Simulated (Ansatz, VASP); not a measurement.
# Ta4C3: VASP beside Ansatz

INCAR

```
SYSTEM = Ta4C3
  PREC = Accurate
  ENCUT = 520
  EDIFF = 1E-6
  ISMEAR = 0
  SIGMA = 0.15
  LREAL = .FALSE.
  LASPH = .TRUE.
  NELM = 80
  ALGO = Normal
  ISIF = 2
  LWAVE = .FALSE.
  LCHARG = .FALSE.
  GGA = PS
  NBANDS = 37
```

Contents of KPOINTS:

```
Automatic mesh
0
G
  14 14 4
  0 0 0
```

Contents of POSCAR:

```
Ta4C3
1.0
   -3.1032734570      0.0000000000      0.0000000000
   -1.5516367285     -2.6875136487      0.0000000000
    0.9309820371      0.8958378829     10.1645109918
Ta C
4 3
Direct
    0.3354988825      0.3733722062      0.1893666186
    0.4359346402      0.6244616004      0.9426348013
    0.0699972385      0.2096180962      0.6981042887
    0.7039089751      0.7943974378      0.4524423133
    0.3871874021      0.5025935053      0.5770305159
    0.9845568301      0.9960170753      0.0573012258
    0.0199660355      0.0845400888      0.3228702664
```

Input for Ansatz:

```yaml
crystal:
  lattice:
    - [-3.103273457, 0.0, 0.0]
    - [-1.5516367285, -2.6875136487, 0.0]
    - [0.9309820371, 0.8958378829, 10.1645109918]
  atoms:
    - { symbol: Ta, position: [0.3354988825, 0.3733722062, 0.1893666186] }
    - { symbol: Ta, position: [0.4359346402, 0.6244616004, 0.9426348013] }
    - { symbol: Ta, position: [0.0699972385, 0.2096180962, 0.6981042887] }
    - { symbol: Ta, position: [0.7039089751, 0.7943974378, 0.4524423133] }
    - { symbol: C, position: [0.3871874021, 0.5025935053, 0.5770305159] }
    - { symbol: C, position: [0.9845568301, 0.9960170753, 0.0573012258] }
    - { symbol: C, position: [0.0199660355, 0.0845400888, 0.3228702664] }
basis:
  ecutwfc: 420
kpoints:
  mp_grid: { grid: [14, 14, 4] }
hamiltonian:
  xc: pbesol
scf:
  occupations: { method: gaussian, width: 0.15 }
output:
  forces: true
  stress: true
  eigenvalues: true
```

Alike in both runs: task single point; functional PBEsol; k mesh 14 × 14 × 4; occupations gaussian, width 0.15 eV; no spin polarisation.

|  | VASP | Ansatz |
| --- | --- | --- |
| version | VASP 6.6.1 | Ansatz 0.2.0 |
| potentials or method | VASP PAW PBE potentials, release 64 (Ta_pv, C), cutoff 520 eV | scalar-relativistic, plane waves, PAW |
| valence electrons in the cell | 56 | 64 |

Ansatz gave:

| Property | Result |
| --- | --- |
| gap on the k mesh at the Fermi level (eV) | none |
| pressure (GPa) | 10.2 |
| traceless stress, the component that is largest in VASP (GPa) | 16.08 |
| rms of the force components (eV/Å) | 3.040 |

Problem. What did VASP give for the same quantities?

Solution. gap on the k mesh at the Fermi level (eV): none; pressure (GPa): 11.1; traceless stress, the component that is largest in VASP (GPa): 16.32; rms of the force components (eV/Å): 3.111.

VASP's potentials were made for PBE, not for PBEsol. Atom by atom the forces differ by 0.073 eV/Å (rms over components). A gap of «none» marks a metal or a gap that the smearing closes. VASP's potentials hold 56 valence electrons a cell and Ansatz's 64, so a difference there can come from the potentials and not from the codes.

Neither program's run includes spin-orbit coupling.
